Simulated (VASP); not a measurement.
# Tl (Fm-3m) in VASP: further runs

Tl is run at these levels: PBE; tasks: electric field gradients.

Program: VASP 6.6.1. These are calculated values, not measurements. Logs are shortened: lines on timing, memory, paths and dates and some standing lists are left out, and cuts for length are marked.

**1. The cell of the first run**

It takes space group Fm-3m (No. 225, cubic). Conventional cell: a = 4.330 Å, b = 4.330 Å, c = 4.330 Å, α = 90.00°, β = 90.00°, γ = 90.00°. Tl (site symmetry m-3m) has 12 Tl at 3.06 Å within 4.0 Å.

This isn't the form of Tl at room conditions, which is hcp.

**2. Electric field gradients, PBE**

INCAR

```
PREC     = Accurate       # precision mode
ENCUT    = 520            # plane-wave cutoff, eV
EDIFF    = 1E-8           # SCF threshold, eV
ISMEAR   = -1             # smearing method
SIGMA    = 0.05           # smearing width, eV
LREAL    = F              # projectors in reciprocal space
LASPH    = T              # aspherical terms in the spheres
NELM     = 80             # most SCF steps
ALGO     = Normal         # electronic algorithm
ISIF     = 2              # what is computed and relaxed
LWAVE    = F              # write WAVECAR
LCHARG   = F              # write CHGCAR
GGA      = PE             # functional
LEFG     = T            
NBANDS   = 12             # bands
```

KPOINTS

```
regular mesh
0
Gamma
  4 4 4
```

POSCAR

```
Tl
1.0
    0.0000000000      2.1650000000      2.1650000000
    2.1650000000      0.0000000000      2.1650000000
    2.1650000000      2.1650000000      0.0000000000
Tl
1
Direct
    0.0000000000      0.0000000000      0.0000000000
```

Potentials or basis: VASP PAW PBE potentials, release 64 (Tl_d).

Command:

```bash
> cat potpaw_PBE.64/Tl_d/POTCAR > POTCAR
> mpirun -np 1 vasp_std > vasp.out
```

OUTCAR:

```text
PREC = Accurate
   ENCUT = 520
   EDIFF = 1E-8
   ISMEAR = -1
   LREAL = F
   LASPH = T
   NELM = 80
   ISIF = 2
   GGA = PE

 ion  position               nearest neighbor table
   1  0.000  0.000  0.000-

  LATTYP: Found a face centered cubic cell.
 ALAT       =     4.3300000000

  Lattice vectors:

 A1 = (   0.0000000000,   2.1650000000,   2.1650000000)
 A2 = (   2.1650000000,   0.0000000000,   2.1650000000)
 A3 = (   2.1650000000,   2.1650000000,   0.0000000000)

Analysis of symmetry for initial positions (statically):
=====================================================================
 Subroutine PRICEL returns:
 Original cell was already a primitive cell.

 Routine SETGRP: Setting up the symmetry group for a
 face centered cubic supercell.

 Subroutine GETGRP returns: Found 48 space group operations
 (whereof 48 operations were pure point group operations)
 out of a pool of 48 trial point group operations.

The static configuration has the point symmetry O_h .

Analysis of symmetry for dynamics (positions and initial velocities):
=====================================================================
 Subroutine PRICEL returns:
 Original cell was already a primitive cell.

 Routine SETGRP: Setting up the symmetry group for a
 face centered cubic supercell.

 Subroutine GETGRP returns: Found 48 space group operations
 (whereof 48 operations were pure point group operations)
 out of a pool of 48 trial point group operations.

The dynamic configuration has the point symmetry O_h .

 Subroutine INISYM returns: Found 48 space group operations
 (whereof 48 operations are pure point group operations),
 and found     1 'primitive' translations

----------------------------------------------------------------------------------------

                                     Primitive cell

  volume of cell :      20.2957

  direct lattice vectors                    reciprocal lattice vectors
     0.000000000  2.165000000  2.165000000    -0.230946882  0.230946882  0.230946882
     2.165000000  0.000000000  2.165000000     0.230946882 -0.230946882  0.230946882
     2.165000000  2.165000000  0.000000000     0.230946882  0.230946882 -0.230946882

  length of vectors
     3.061772363  3.061772363  3.061772363     0.400011734  0.400011734  0.400011734

  position of ions in fractional coordinates (direct lattice)
     0.000000000  0.000000000  0.000000000

  ion indices of the primitive-cell ions
   primitive index   ion index
                 1           1

----------------------------------------------------------------------------------------

 KPOINTS: regular mesh

Automatic generation of k-mesh.
 Grid dimensions read from file:
 generate k-points for:    4    4    4

 Generating k-lattice:

  Cartesian coordinates                     Fractional coordinates (reciprocal lattice)
    -0.057736721  0.057736721  0.057736721     0.250000000  0.000000000  0.000000000
     0.057736721 -0.057736721  0.057736721     0.000000000  0.250000000  0.000000000
     0.057736721  0.057736721 -0.057736721     0.000000000  0.000000000  0.250000000

  Length of vectors
     0.100002933  0.100002933  0.100002933

  Shift w.r.t. Gamma in fractional coordinates (k-lattice)
     0.000000000  0.000000000  0.000000000

 Subroutine IBZKPT returns following result:
 ===========================================

 Found      8 irreducible k-points:

 Following reciprocal coordinates:
            Coordinates               Weight
  0.000000  0.000000  0.000000      1.000000
  0.250000  0.000000  0.000000      8.000000
  0.500000  0.000000  0.000000      4.000000
  0.250000  0.250000  0.000000      6.000000
  0.500000  0.250000  0.000000     24.000000
 -0.250000  0.250000  0.000000     12.000000
  0.500000  0.500000  0.000000      3.000000
 -0.250000  0.500000  0.250000      6.000000
   k-points           NKPTS =      8   k-points in BZ     NKDIM =      8   number of bands    NBANDS=     12
   number of dos      NEDOS =    301   number of ions     NIONS =      1
   total plane-waves  NPLWV =  13824
   dimension x,y,z NGX =    24 NGY =   24 NGZ =   24
   dimension x,y,z NGXF=    48 NGYF=   48 NGZF=   48
   ions per type =               1
   NGX,Y,Z   is equivalent  to a cutoff of  13.03, 13.03, 13.03 a.u.
   NGXF,Y,Z  is equivalent  to a cutoff of  26.06, 26.06, 26.06 a.u.
 SYSTEM =  unknown system
   PREC   = accura    normal or accurate (medium, high low for compatibility)
   ISTART =      0    job   : 0-new  1-cont  2-samecut
   ICHARG =      2    charge: 1-file 2-atom 10-const
   ISPIN  =      1    spin polarized calculation?
   LNONCOLLINEAR =      F non collinear calculations
   LSORBIT =      F    spin-orbit coupling
   LASPH  =      T    aspherical Exc in radial PAW
   ENCUT  =  520.0 eV  38.22 Ry    6.18 a.u.   5.69  5.69  5.69*2*pi/ulx,y,z
   NELM   =     80;   NELMIN=  2; NELMDL= -5     # of ELM steps
   EDIFF  = 0.1E-07   stopping-criterion for ELM
   LREAL  =      F    real-space projection
   EDIFFG = 0.1E-06   stopping-criterion for IOM
   NSW    =      0    number of steps for IOM
   IBRION =     -1    ionic relax: 0-MD 1-quasi-New 2-CG
   NFREE  =      0    steps in history (QN), initial steepest desc. (CG)
   ISIF   =      2    stress and relaxation
   ISYM   =      2    0-nonsym 1-usesym 2-fastsym
   POTIM  = 0.5000    time-step for ionic-motion
   TEBEG  =    0.0;   TEEND  =   0.0 temperature during run
   PSTRESS=    0.0 pullay stress
   NELECT =      13.0000    total number of electrons
   NUPDOWN=      -1.0000    fix difference up-down
   EMIN   =  10.00;   EMAX   =-10.00  energy-range for DOS
   EFERMI =   0.00;   METHOD = LEGACY
   ISMEAR =    -1;   SIGMA  =   0.05  broadening in eV -4-tet -1-fermi 0-gaus
   EFERMI_NEDOS =   21; number of points for ismear=-14 and -15
   IALGO  =     38    algorithm
   IMIX   =      4    mixing-type and parameters
     AMIX     =   0.40;   BMIX     =  1.00
     AMIX_MAG =   1.60;   BMIX_MAG =  1.00
  volume/ion in A,a.u.               =      20.30       136.96
  Fermi-wavevector in a.u.,A,eV,Ry     =   1.411198  2.666778 27.095740  1.991481
  Thomas-Fermi vector in A             =   2.533074
   LORBIT       =      0    0 simple, 1 ext, 2 COOP (PROOUT), +10 PAW based schemes
   GGA     = PE    functional components
   LHFCALC =     F    Hartree Fock is set to
   AEXX    =    0.0000 exact exchange contribution
   IVDW    =     0    specifies the selected vdW correction
   LEPSILON=     F    determine dielectric tensor
   LRPA    =     F    only Hartree local field effects (RPA)
 non-spin polarized calculation
  energy-cutoff  :      520.00
  volume of cell :       20.30
 maximum number of plane-waves:       568
 NGX is ok and might be reduce to    24
   NGX = 11   NGY = 11   NGZ = 11

 number of electron      13.0000002 magnetization

 Free energy of the ion-electron system (eV)
  ---------------------------------------------------
  ext. energy  EPLUGINS =         0.00000000
  ---------------------------------------------------
  free energy    TOTEN  =        -1.32669805 eV

  energy without entropy =       -1.32131986  energy(sigma->0) =       -1.32400895

 E-fermi :  11.0990     XC(G=0): -12.0153

 val. band max:       10.2162490401   @ k =   0.5000   0.2500   0.0000
 cond. band min:      11.2189194130   @ k =  -0.2500   0.5000   0.2500
 fundamental gap:      1.0026703728
 Fermi energy:        11.0990248352

 k-point     1 :       0.0000    0.0000    0.0000
  band No.  band energies     occupation
      1      -1.9507      2.00000
      2      -1.4336      2.00000
      3      -1.4336      2.00000
      4      -1.4336      2.00000
      5      -0.7908      2.00000
      6      -0.7908      2.00000
      7      22.0754      0.00000
      8      24.0256      0.00000
      9      24.0256      0.00000
     10      24.0256      0.00000
     11      29.0413      0.00000
     12      30.0097      0.00000

 k-point     2 :       0.2500    0.0000    0.0000
  band No.  band energies     occupation
      1      -1.8544      2.00000
      2      -1.2931      2.00000
      3      -1.2931      2.00000
      4      -0.6801      2.00000
      5      -0.6801      2.00000
      6       0.1764      2.00000
      7      15.2564      0.00000
      8      22.5270      0.00000
      9      23.2408      0.00000
     10      23.2408      0.00000
     11      26.9577      0.00000
     12      28.0301      0.00000
[... 76 lines left out ...]
 k-point     8 :      -0.2500    0.5000    0.2500
  band No.  band energies     occupation
      1      -1.7017      2.00000
      2      -1.4026      2.00000
      3      -1.4026      2.00000
      4      -0.7074      2.00000
      5      -0.1049      2.00000
      6       8.3972      2.00000
      7      11.2189      0.16667
      8      11.2189      0.16667
      9      13.5195      0.00000
     10      27.5587      0.00000
     11      27.5587      0.00000
     12      27.9566      0.00000

------------------------ aborting loop because EDIFF is reached ----------------------------------------

  FORCE on cell =-STRESS in cart. coord.  units (eV):
  Direction    XX          YY          ZZ          XY          YZ          ZX
  --------------------------------------------------------------------------------------
  -------------------------------------------------------------------------------------
  Total        4.9999411      4.9999411      4.9999411      0.0000000      0.0000000     -0.0000000
  in kB      394.7042211    394.7042211    394.7042211      0.0000000      0.0000000     -0.0000000
  external PRESSURE =     394.7042211 kB  Pullay stress =       0.0000000 kB

 VOLUME and BASIS-vectors are now :
 -----------------------------------------------------------------------------
  energy-cutoff  :      520.00
  volume of cell :       20.30
      direct lattice vectors                 reciprocal lattice vectors
     0.000000000  2.165000000  2.165000000    -0.230946882  0.230946882  0.230946882
     2.165000000  0.000000000  2.165000000     0.230946882 -0.230946882  0.230946882
     2.165000000  2.165000000  0.000000000     0.230946882  0.230946882 -0.230946882

 POSITION                                       TOTAL-FORCE (eV/Angst)
 -----------------------------------------------------------------------------------
      0.00000      0.00000      0.00000        -0.000000     -0.000000     -0.000000
 -----------------------------------------------------------------------------------
    total drift:                               -0.000000      0.000000     -0.000000

  FREE ENERGIE OF THE ION-ELECTRON SYSTEM (eV)
  ---------------------------------------------------
  free  energy   TOTEN  =        -1.3266980485 eV

  energy  without entropy=       -1.3213198568  energy(sigma->0) =       -1.32400895

 Electric field gradients (V/A^2)
---------------------------------------------------------------------
 ion       V_xx      V_yy      V_zz      V_xy      V_xz      V_yz
---------------------------------------------------------------------
   1      -0.000    -0.000     0.000    -0.000    -0.000    -0.000
---------------------------------------------------------------------

 Electric field gradients after diagonalization (V/A^2)
 (convention: |V_zz| > |V_xx| > |V_yy|)
----------------------------------------------------------------------
 ion       V_xx      V_yy      V_zz     asymmetry (V_yy - V_xx)/ V_zz
----------------------------------------------------------------------
   1       0.000     0.000    -0.001       0.000
----------------------------------------------------------------------

           NMR quadrupolar parameters

 Cq : quadrupolar parameter    Cq=e*Q*V_zz/h
 eta: asymmetry parameters     (V_yy - V_xx)/ V_zz
 Q  : nuclear electric quadrupole moment in mb (millibarn)
----------------------------------------------------------------------
 ion       Cq(MHz)       eta       Q (mb)
----------------------------------------------------------------------
   1      -0.000       0.000       1.000
----------------------------------------------------------------------
```

Wall time 3 s (1 thread of Intel Xeon Platinum 8488C (Sapphire Rapids), shared host); peak memory 0.13 GiB.

What came out:

```
Free energy                             : -1.3267 eV
Pressure                                : 39.5 GPa
Band gap on the k mesh                  : zero (an odd number of electrons rules out a gap without spin polarisation)
Largest electric field gradient by atom : zero within the noise of the run
```

Caveat: the k points lie up to 0.63 Å⁻¹ apart, too coarse for converged energies and pressures of a metal; spin-orbit coupling is left out, which moves the levels of the heavy elements.

(Continued in part 2 of 2.)
